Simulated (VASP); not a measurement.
# KBr (Fm-3m) in VASP: notebook, part 3 of 3

VASP 6.6.1. The steps go on from the part before.

## Step 5: Vibrations by perturbation theory, PBEsol

This run uses another cell than the first one, of 35.11 Å³/atom, 1.278 times its volume.

File INCAR:

```
PREC     = Accurate       # precision mode
ENCUT    = 520            # plane-wave cutoff, eV
EDIFF    = 1E-8           # SCF threshold, eV
ISMEAR   = 0              # smearing method
SIGMA    = 0.01           # smearing width, eV
LREAL    = False          # projectors in reciprocal space
LASPH    = True           # aspherical terms in the spheres
NELM     = 60             # most SCF steps
ALGO     = Normal         # electronic algorithm
ISIF     = 2              # what is computed and relaxed
LWAVE    = False          # write WAVECAR
LCHARG   = True           # write CHGCAR
GGA      = PS             # functional
NBANDS   = 15             # bands
IBRION   = 8              # ionic algorithm
NSW      = 1              # ionic steps
```

File KPOINTS:

```
regular mesh
0
Gamma
  6 6 6
```

File POSCAR:

```
KBr
1.0
    3.2745281208      3.2745281208      0.0000000000
   -3.2745281208      3.2745281208      0.0000000000
    0.0000000000      3.2745281208      3.2745281208
K Br
1 1
Direct
    0.0000000000      0.0000000000      0.0000000000
    0.5000000000      0.5000000000      0.0000000000
```

Potentials or basis: VASP PAW PBE potentials, release 64 (K_sv, Br).

Command:

```sh
> cat potpaw_PBE.64/K_sv/POTCAR potpaw_PBE.64/Br/POTCAR > POTCAR
> mpirun -np 1 vasp_std > vasp.out
```

OUTCAR:

```text
PREC = Accurate
   ENCUT = 520
   EDIFF = 1E-8
   ISMEAR = 0
   LREAL = False
   LASPH = True
   NELM = 60
   ISIF = 2
   GGA = PS
   IBRION = 8
   NSW = 1

 ion  position               nearest neighbor table
   1  0.000  0.000  0.000-   2 3.27   2 3.27   2 3.27   2 3.27   2 3.27   2 3.27
   2  0.500  0.500  0.000-   1 3.27   1 3.27   1 3.27   1 3.27   1 3.27   1 3.27

  LATTYP: Found a face centered cubic cell.
 ALAT       =     6.5490562416

  Lattice vectors:

 A1 = (   0.0000000000,   3.2745281208,   3.2745281208)
 A2 = (   3.2745281208,   0.0000000000,   3.2745281208)
 A3 = (   3.2745281208,   3.2745281208,   0.0000000000)

Analysis of symmetry for initial positions (statically):
=====================================================================
 Subroutine PRICEL returns:
 Original cell was already a primitive cell.

 Routine SETGRP: Setting up the symmetry group for a
 face centered cubic supercell.

 Subroutine GETGRP returns: Found 48 space group operations
 (whereof 48 operations were pure point group operations)
 out of a pool of 48 trial point group operations.

The static configuration has the point symmetry O_h .

Analysis of symmetry for dynamics (positions and initial velocities):
=====================================================================
 Subroutine PRICEL returns:
 Original cell was already a primitive cell.

 Routine SETGRP: Setting up the symmetry group for a
 face centered cubic supercell.

 Subroutine GETGRP returns: Found 48 space group operations
 (whereof 48 operations were pure point group operations)
 out of a pool of 48 trial point group operations.

The dynamic configuration has the point symmetry O_h .

 Subroutine INISYM returns: Found 48 space group operations
 (whereof 48 operations are pure point group operations),
 and found     1 'primitive' translations

----------------------------------------------------------------------------------------

                                     Primitive cell

  volume of cell :      70.2225

  direct lattice vectors                    reciprocal lattice vectors
     3.274528121  3.274528121  0.000000000     0.152693757  0.152693757 -0.152693757
    -3.274528121  3.274528121  0.000000000    -0.152693757  0.152693757 -0.152693757
     0.000000000  3.274528121  3.274528121     0.000000000  0.000000000  0.305387513

  length of vectors
     4.630882079  4.630882079  4.630882079     0.264473345  0.264473345  0.305387513

  position of ions in fractional coordinates (direct lattice)
     0.000000000  0.000000000  0.000000000
     0.500000000  0.500000000  0.000000000

  ion indices of the primitive-cell ions
   primitive index   ion index
                 1           1
[... 129 lines left out ...]
      6      -1.7340      2.00000
      7      -1.7340      2.00000
      8      -1.7340      2.00000
      9       2.6020      0.00000
     10       5.7949      0.00000
     11       5.7949      0.00000
     12       5.7949      0.00000
     13       6.6493      0.00000
     14       6.6493      0.00000
[... 259 lines left out ...]
      4     -12.8991      2.00000
      5     -12.7812      2.00000
      6      -2.4816      2.00000
      7      -2.2425      2.00000
      8      -2.2082      2.00000
      9       4.7408      0.00000
     10       6.1812      0.00000
     11       6.5014      0.00000
     12       7.5244      0.00000
     13       8.2873      0.00000
     14       9.1375      0.00000
     15       9.6415      0.00000

------------------------ aborting loop because EDIFF is reached ----------------------------------------

  FORCE on cell =-STRESS in cart. coord.  units (eV):
  Direction    XX          YY          ZZ          XY          YZ          ZX
  --------------------------------------------------------------------------------------
  -------------------------------------------------------------------------------------
  Total        0.0259824      0.0259824      0.0259824     -0.0000000      0.0000000     -0.0000000
  in kB        0.5928065      0.5928065      0.5928065     -0.0000000      0.0000000     -0.0000000
  external PRESSURE =       0.5928065 kB  Pullay stress =       0.0000000 kB

 VOLUME and BASIS-vectors are now :
 -----------------------------------------------------------------------------
  energy-cutoff  :      520.00
  volume of cell :       70.22
      direct lattice vectors                 reciprocal lattice vectors
     3.274528121  3.274528121  0.000000000     0.152693757  0.152693757 -0.152693757
    -3.274528121  3.274528121  0.000000000    -0.152693757  0.152693757 -0.152693757
     0.000000000  3.274528121  3.274528121     0.000000000  0.000000000  0.305387513

 POSITION                                       TOTAL-FORCE (eV/Angst)
 -----------------------------------------------------------------------------------
      0.00000      0.00000      0.00000         0.000000     -0.000000      0.000000
      0.00000      3.27453      0.00000        -0.000000      0.000000      0.000000
 -----------------------------------------------------------------------------------
    total drift:                               -0.000000      0.000000     -0.000000

  FREE ENERGIE OF THE ION-ELECTRON SYSTEM (eV)
  ---------------------------------------------------
  free  energy   TOTEN  =        -6.4598538315 eV

  energy  without entropy=       -6.4598538315  energy(sigma->0) =       -6.45985383

[... ionic steps 2 to 3 ...]

--------------------------------------- Ionic step        4  -------------------------------------------

------------------------ aborting loop because EDIFF is reached ----------------------------------------

[... ionic steps 5 to 6 ...]

--------------------------------------- Ionic step        7  -------------------------------------------

 Free energy of the ion-electron system (eV)
  ---------------------------------------------------
  ---------------------------------------------------
  free energy    TOTEN  =        -0.14530076 eV

  energy without entropy =       -0.14530076

------------------------ aborting loop because EDIFF is reached ----------------------------------------

 INTERNAL STRAIN TENSOR  FOR ION    2  DIRECTION 1   (eV/Angst):
 -----------------------------------------------------------------------------
    -0.00738  0.00000 -0.00000
     0.00000  0.00172 -0.00000
     0.00000 -0.00000  0.00172

 INTERNAL STRAIN TENSOR FOR ION    2 for displacements in x,y,z  (eV/Angst):
          X           Y           Z          XY          YZ          ZX
  --------------------------------------------------------------------------------
  x     0.00000     0.00000     0.00000     0.00000     0.00000     0.00000
  y     0.00000     0.00000     0.00000     0.00000     0.00000     0.00000
  z     0.00000     0.00000     0.00000     0.00000     0.00000     0.00000

 SECOND DERIVATIVES (NOT SYMMETRIZED)
 ------------------------------------
               1X          1Y          1Z          2X          2Y          2Z
  1X    -1.234948   -0.000000    0.000000    1.234948    0.000000   -0.000000
  1Y     0.000000   -1.234948   -0.000000   -0.000000    1.234948    0.000000
  1Z    -0.000000   -0.000000   -1.234948    0.000000    0.000000    1.234948
  2X     1.224511    0.000000   -0.000000   -1.224511   -0.000000    0.000000
  2Y    -0.000000    1.224511    0.000000    0.000000   -1.224511   -0.000000
  2Z     0.000000    0.000000    1.224511   -0.000000   -0.000000   -1.224511

 Eigenvectors and eigenvalues of the dynamical matrix
 ----------------------------------------------------

   1 f  =    3.386006 THz    21.274901 2PiTHz  112.944990 cm-1    14.003388 meV
             X         Y         Z           dx          dy          dz
      0.000000  0.000000  0.000000     0.820560   -0.000000   -0.000000
      0.000000  3.274528  0.000000    -0.571560   -0.000000    0.000000
[... 21 lines left out ...]
   6 f/i=    0.006739 THz     0.042342 2PiTHz    0.224788 cm-1     0.027870 meV
             X         Y         Z           dx          dy          dz
      0.000000  0.000000  0.000000    -0.404092   -0.009985    0.404092
      0.000000  3.274528  0.000000    -0.580135   -0.014334    0.580135

--------------------------------------------------------------------------------------------------------

 ELASTIC MODULI CONTR FROM IONIC RELAXATION (kBar)
 Direction    XX          YY          ZZ          XY          YZ          ZX
 --------------------------------------------------------------------------------
 XX           0.0000      0.0000      0.0000      0.0000      0.0000      0.0000
 YY           0.0000      0.0000      0.0000      0.0000      0.0000      0.0000
 ZZ           0.0000      0.0000      0.0000      0.0000      0.0000      0.0000
 XY           0.0000      0.0000      0.0000      0.0000      0.0000      0.0000
 YZ           0.0000      0.0000      0.0000      0.0000      0.0000      0.0000
 ZX           0.0000      0.0000      0.0000      0.0000      0.0000      0.0000
 --------------------------------------------------------------------------------
```

Run time: 3.2 min. Hardware: 1 thread of Intel Xeon Platinum 8259CL at 2.50GHz (Skylake/Cascade Lake), shared host; peak memory 0.28 GiB.

What came out:

| Item | Value |
| --- | --- |
| Highest phonon frequency at Γ, LO-TO splitting left out | 113 cm⁻¹ |

Phonon frequencies in cm⁻¹ (negative: imaginary):
```csv
q point,frequencies
"(0.000, 0.000, 0.000)",0 0 0 113 113 113
```

Caveat: the PAW data sets were made with another functional, which shifts forces and pressure a little.

## Step 6: Vibrations by perturbation theory, PBEsol

This run uses another cell than the first one, of 43.77 Å³/atom, 1.594 times its volume.

File INCAR:

```
PREC = Accurate ; ENCUT = 520
EDIFF = 1E-8 ; ISMEAR = 0
SIGMA = 0.01 ; LREAL = False
LASPH = True ; NELM = 80
ALGO = Normal ; ISIF = 2
LWAVE = False ; LCHARG = False
GGA = PS ; IBRION = 8
NSW = 1
```

File KPOINTS:

```
Automatic mesh
0
Gamma
  6 6 6
```

File POSCAR:

```
KBr
1.0
    3.5241931964      3.5241931964      0.0000000000
   -3.5241931964      3.5241931964      0.0000000000
    0.0000000000      3.5241931964      3.5241931964
K Br
1 1
Direct
    0.0000000000      0.0000000000      0.0000000000
    0.5000000000      0.5000000000      0.0000000000
```

Potentials or basis: VASP PAW PBE potentials, release 64 (K_sv, Br).

Command:

```sh
> cat potpaw_PBE.64/K_sv/POTCAR potpaw_PBE.64/Br/POTCAR > POTCAR
> mpirun -np 1 vasp_std > vasp.out
```

OUTCAR:

```text
PREC = Accurate
   ENCUT = 520
   EDIFF = 1E-8
   ISMEAR = 0
   LREAL = False
   LASPH = True
   NELM = 80
   ISIF = 2
   GGA = PS
   IBRION = 8
   NSW = 1

 ion  position               nearest neighbor table
   1  0.000  0.000  0.000-
   2  0.500  0.500  0.000-

  LATTYP: Found a face centered cubic cell.
 ALAT       =     7.0483863928

  Lattice vectors:

[... 482 lines left out ...]

 SECOND DERIVATIVES (NOT SYMMETRIZED)
 ------------------------------------
               1X          1Y          1Z          2X          2Y          2Z
  1X    -0.275962   -0.000000    0.000000    0.275962    0.000000   -0.000000
  1Y     0.000000   -0.275962   -0.000000   -0.000000    0.275962    0.000000
  1Z     0.000000    0.000000   -0.275962   -0.000000   -0.000000    0.275962
  2X     0.273460    0.000000   -0.000000   -0.273460   -0.000000    0.000000
  2Y    -0.000000    0.273460    0.000000    0.000000   -0.273460   -0.000000
  2Z    -0.000000   -0.000000    0.273460    0.000000    0.000000   -0.273460

 Eigenvectors and eigenvalues of the dynamical matrix
 ----------------------------------------------------

   1 f  =    1.600457 THz    10.055968 2PiTHz   53.385499 cm-1     6.618955 meV
             X         Y         Z           dx          dy          dz
      0.000000  0.000000  0.000000     0.743002    0.348430   -0.000000
      0.000000  3.524193  0.000000    -0.517377   -0.242623    0.000000
[... 21 lines left out ...]
   6 f/i=    0.003418 THz     0.021474 2PiTHz    0.114004 cm-1     0.014135 meV
             X         Y         Z           dx          dy          dz
      0.000000  0.000000  0.000000     0.036920    0.113063   -0.558926
      0.000000  3.524193  0.000000     0.053021    0.162370   -0.802671

--------------------------------------------------------------------------------------------------------

 ELASTIC MODULI CONTR FROM IONIC RELAXATION (kBar)
 Direction    XX          YY          ZZ          XY          YZ          ZX
 --------------------------------------------------------------------------------
 XX           0.0000      0.0000      0.0000      0.0000      0.0000      0.0000
 YY           0.0000      0.0000      0.0000      0.0000      0.0000      0.0000
 ZZ           0.0000      0.0000      0.0000      0.0000      0.0000      0.0000
 XY           0.0000      0.0000      0.0000      0.0000      0.0000      0.0000
 YZ           0.0000      0.0000      0.0000      0.0000      0.0000      0.0000
 ZX           0.0000      0.0000      0.0000      0.0000      0.0000      0.0000
 --------------------------------------------------------------------------------
```

It took 4.2 min on 1 thread of Intel Xeon Platinum 8259CL at 2.50GHz (Skylake/Cascade Lake), shared host; peak memory 0.33 GiB.

What came out:

- Highest phonon frequency at Γ, LO-TO splitting left out: 53 cm⁻¹

Phonon frequencies in cm⁻¹ (negative: imaginary):
```csv
q point,frequencies
"(0.000, 0.000, 0.000)",0 0 0 53 53 53
```

Caveat: the cell wasn't relaxed at this level first, which shifts response properties; the PAW data sets were made with another functional, which shifts forces and pressure a little.
